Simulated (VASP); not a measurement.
# BaTiO3 in VASP: settings compared, part 2 of 2

VASP 6.6.1. Earlier steps stand in the parts before.

## Step 4: Single point, r2SCAN

This run uses another cell than the first one, of 13.03 Å³/atom.

File POSCAR:

```
BaTiO3
1.0
   -2.8496570176     -1.6452486530     -2.3142619772
    2.8407551381     -4.9197157479     -0.0004308767
   -2.8612255935     -1.6513160596      4.6469115314
Ba Ti O
2 2 6
Direct
    0.0112586032      0.9998871595      1.0028211814
    1.0112492062      0.5000507237      0.5027766524
    0.5246225741      0.9999248987      0.5162810252
    0.5245776973      0.4999567730      0.0162981261
    0.4982965562      0.2452204872      0.7349590402
    0.4983248723      0.7451946026      0.2349664834
    0.4983307487      0.7548563662      0.7349515281
    0.4983263542      0.2548795797      0.2349277512
    0.9887960408      0.0000127342      0.4897087894
   -0.0111826530      0.5000166752     -0.0102905774
```

File INCAR.step1:

```
SYSTEM = BaTiO3
  PREC = Accurate
  ENCUT = 520
  ISMEAR = -1
  SIGMA = 0.05
  LREAL = .False.
  LASPH = .True.
  NELM = 80
  NBANDS = 51
  GGA = PE
  ALGO = Normal
  EDIFF = 1E-4
  LWAVE = .True.
  LCHARG = .False.
```

File INCAR.step2:

```
SYSTEM = BaTiO3
  PREC = Accurate
  ENCUT = 520
  EDIFF = 1E-7
  ISMEAR = -1
  SIGMA = 0.05
  LREAL = .False.
  LASPH = .True.
  NELM = 80
  ALGO = Normal
  ISIF = 2
  LWAVE = .False.
  LCHARG = .True.
  METAGGA = R2SCAN
  LMIXTAU = .True.
  LELF = .True.
  LVHAR = .True.
  NBANDS = 51
  ISTART = 1
```

File KPOINTS:

```
regular mesh
0
Gamma
  7 5 5
  0 0 0
```

Potentials or basis: VASP PAW PBE potentials, release 64 (Ba_sv, Ti_sv, O).

Launch:

```
> cat potpaw_PBE.64/Ba_sv/POTCAR potpaw_PBE.64/Ti_sv/POTCAR potpaw_PBE.64/O/POTCAR > POTCAR
> cp INCAR.step1 INCAR
> mpirun -np 1 vasp_std > vasp.out
> cp INCAR.step2 INCAR
> mpirun -np 1 vasp_std > vasp.out
```

OUTCAR:

```text
SYSTEM = BaTiO3
   PREC = Accurate
   ENCUT = 520
   EDIFF = 1E-7
   ISMEAR = -1
   LREAL = .False.
   LASPH = .True.
   NELM = 80
   ISIF = 2
   METAGGA = R2SCAN
   ISTART = 1

 ion  position               nearest neighbor table
   1  0.011  1.000  0.003-   6 2.78   9 2.78   8 2.78   6 2.84  10 2.84   7 2.84   8 2.84   5 2.84
                            10 2.84   7 2.93   5 2.93   9 2.93   3 3.40   3 3.45   4 3.45   4 3.45
   2  0.011  0.500  0.503-   7 2.78  10 2.78   5 2.78   7 2.84   5 2.84   8 2.84   6 2.84   9 2.84
                             9 2.84   8 2.93   6 2.93  10 2.93   4 3.40   4 3.45   3 3.45   3 3.45
   3  0.525  1.000  0.516-   7 1.87   5 1.87   9 1.87   9 2.16   6 2.16   8 2.16   1 3.40   2 3.45
                             1 3.45   2 3.45   2 3.51   1 3.51   2 3.51   1 3.59
   4  0.525  0.500  0.016-   8 1.87   6 1.87  10 1.87  10 2.16   5 2.16   7 2.16   2 3.40   2 3.45
                             1 3.45   1 3.45   1 3.51   1 3.51   2 3.51   2 3.59
   5  0.498  0.245  0.735-   3 1.87   4 2.16   2 2.78   2 2.84   1 2.84   1 2.93
   6  0.498  0.745  0.235-   4 1.87   3 2.16   1 2.78   1 2.84   2 2.84   2 2.93
   7  0.498  0.755  0.735-   3 1.87   4 2.16   2 2.78   2 2.84   1 2.84   1 2.93
   8  0.498  0.255  0.235-   4 1.87   3 2.16   1 2.78   1 2.84   2 2.84   2 2.93
[... 1510 lines left out ...]
 [... further k-points ...]

------------------------ aborting loop because EDIFF is reached ----------------------------------------

  FORCE on cell =-STRESS in cart. coord.  units (eV):
  Direction    XX          YY          ZZ          XY          YZ          ZX
  --------------------------------------------------------------------------------------
  -------------------------------------------------------------------------------------
  Total        1.5024396      1.5506669      1.5791996     -0.0439946      0.0215481      0.0399338
  in kB       18.4742991     19.0673121     19.4181557     -0.5409669      0.2649593      0.4910342
  external PRESSURE =      18.9865890 kB  Pullay stress =       0.0000000 kB

 VOLUME and BASIS-vectors are now :
 -----------------------------------------------------------------------------
  energy-cutoff  :      520.00
  volume of cell :      130.30
      direct lattice vectors                 reciprocal lattice vectors
    -2.849657018 -1.645248653 -2.314261977    -0.175460069 -0.101301997 -0.144033827
     2.840755138 -4.919715748 -0.000430877     0.088004828 -0.152447799  0.000013378
    -2.861225593 -1.651316060  4.646911531    -0.087374731 -0.050464711  0.143464749

 POSITION                                       TOTAL-FORCE (eV/Angst)
 -----------------------------------------------------------------------------------
      2.80028     -4.94234     -0.01338         0.029027      0.009711     -0.012031
     -0.05009     -3.30886      2.31011         0.021206      0.018583     -0.008947
     -0.13165     -6.63502      1.18457         0.141319      0.072707     -0.053025
     -0.12124     -3.34962     -1.13849         0.136500      0.086084     -0.060394
     -2.82625     -3.23989      2.26200        -0.013170     -0.077597      0.055157
      0.02457     -4.87402     -0.06171        -0.011900     -0.083506      0.059024
     -1.37857     -5.74719      2.26166        -0.075520      0.029013      0.056314
     -1.36819     -2.46175     -0.06168        -0.077661      0.030792      0.057961
     -4.21886     -2.43554     -0.01270        -0.075413     -0.042509     -0.047618
     -4.22915     -5.72111      2.31049        -0.074388     -0.043278     -0.046442
 -----------------------------------------------------------------------------------
    total drift:                                0.006646      0.004010      0.000611

  FREE ENERGIE OF THE ION-ELECTRON SYSTEM (eV)
  ---------------------------------------------------
  free  energy   TOTEN  =      -148.5371368029 eV

  energy  without entropy=     -148.5371368028  energy(sigma->0) =     -148.53713680
```

OSZICAR.step1:

```text
N       E                     dE             d eps       ncg     rms          rms(c)
DAV:   1     0.101031015792E+04    0.10103E+04   -0.40004E+04  8976   0.170E+03
DAV:   2     0.567310338449E+02   -0.95358E+03   -0.89083E+03  9923   0.488E+02
DAV:   3    -0.914053859891E+02   -0.14814E+03   -0.14519E+03 11814   0.185E+02
DAV:   4    -0.100769993226E+03   -0.93646E+01   -0.93446E+01 13685   0.440E+01
DAV:   5    -0.101200032116E+03   -0.43004E+00   -0.42980E+00 12584   0.793E+00    0.336E+01
DAV:   6    -0.799033451041E+02    0.21297E+02   -0.11645E+02 13593   0.752E+01    0.140E+01
DAV:   7    -0.803946117881E+02   -0.49127E+00   -0.24342E+01 12861   0.283E+01    0.988E+00
DAV:   8    -0.800047106513E+02    0.38990E+00   -0.16113E+00 13073   0.940E+00    0.451E+00
DAV:   9    -0.800578405411E+02   -0.53130E-01   -0.55188E-01 13710   0.403E+00    0.162E+00
DAV:  10    -0.800481220172E+02    0.97185E-02   -0.15674E-01 12667   0.324E+00    0.490E-01
DAV:  11    -0.800466188659E+02    0.15032E-02   -0.78460E-03 11058   0.528E-01    0.121E-01
DAV:  12    -0.800466844586E+02   -0.65593E-04   -0.58392E-04 11213   0.191E-01
   1 F= -.80046684E+02 E0= -.80046684E+02  d E =-.638784E-11
```

It took 48 min on 1 thread of Oxide Virtual Turin-like, shared host; peak memory 0.53 GiB.

Results:

```
Free energy            : -148.5371 eV
Pressure               : 1.9 GPa
Largest force          : 0.172 eV/Å
Band gap on the k mesh : 2.86 eV
```

Forces on the atoms (eV/Å):
```
Ba   0.029  0.010 -0.012
Ba   0.021  0.019 -0.009
Ti   0.141  0.073 -0.053
Ti   0.137  0.086 -0.060
O   -0.013 -0.078  0.055
O   -0.012 -0.084  0.059
O   -0.076  0.029  0.056
O   -0.078  0.031  0.058
O   -0.075 -0.043 -0.048
O   -0.074 -0.043 -0.046
```

Stress tensor (GPa, compression positive):
```
 1.85 -0.05  0.05
-0.05  1.91  0.03
 0.05  0.03  1.94
```

Caveat: the PAW data sets were made with another functional, which shifts forces and pressure a little; spin-orbit coupling is left out, which moves the levels of the heavy elements. A k mesh can miss the band edges.

## Step 5: Summary

```tsv
level	potentials or basis	U	cell	cutoff (eV)	gap on the mesh (eV)	pressure (GPa)	largest force (eV/Å)
LDA	VASP PAW LDA potentials, release 64 (Ba_sv, Ti_sv, O)	-	a = 3.944, b = 5.576, c = 5.583 Å, angles 90.0, 89.9, 90.0°, 10 atoms, atomic positions A	600	2.10	2.3	0.09
LDA+U	VASP PAW LDA potentials, release 64 (Ba_sv, Ti_sv, O)	Ti d U = 5.0 eV	a = 3.947, b = 5.582, c = 5.582 Å, 10 atoms, atomic positions B	600	2.34	5.0	-
r2SCAN	VASP PAW PBE potentials, release 64 (Ba_sv, Ti_sv, O)	-	a = 4.023, b = 5.681, c = 5.702 Å, angles 90.0, 89.7, 90.0°, 10 atoms, atomic positions C	520	2.86	1.9	0.17
```

Alike in all rows: task single point; no spin polarisation; k mesh 7 × 5 × 5; smearing fermi-dirac 0.05 eV.

Caveats: spin-orbit coupling is left out, which moves the levels of the heavy elements; the cell stands under pressure (at least some runs); the PAW data sets were made with another functional, which shifts forces and pressure a little (at least some runs).

Absolute energies hang on the potentials; compare differences alone.
